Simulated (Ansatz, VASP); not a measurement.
# One calculation of SrO, two programs

```
Sr O
1.0
    -0.02164    2.54653    2.54653
     2.54653   -0.02164    2.54653
     2.54653    2.54653   -0.02164
Sr O
1 1
Cartesian
  0.0000 0.0000 0.0000
  2.5357 2.5357 2.5357
```

Change from the starting cell: strained cell.

Alike in both runs: task relaxation of the atoms; functional PBEsol; k mesh 6 × 6 × 6; occupations gaussian, width 0.02 eV; no spin polarisation.

```csv
,VASP,Ansatz
version,VASP 6.6.1,Ansatz 0.2.0
potentials or method,"VASP PAW PBE potentials, release 64 (Sr_sv, O), cutoff 520 eV","scalar-relativistic, plane waves, PAW"
valence electrons in the cell,16,16
```

```tsv
	VASP	Ansatz	Ansatz less VASP
gap on the k mesh at the Fermi level, each at its own relaxed structure (eV)	3.12	3.17	+0.051
```

VASP's potentials were made for PBE, not for PBEsol, and Ansatz warns of the same on its side. Ansatz's warnings: stress scf threshold loose.

Noted on VASP's run: the relaxation stopped at its first step, so nothing moved.
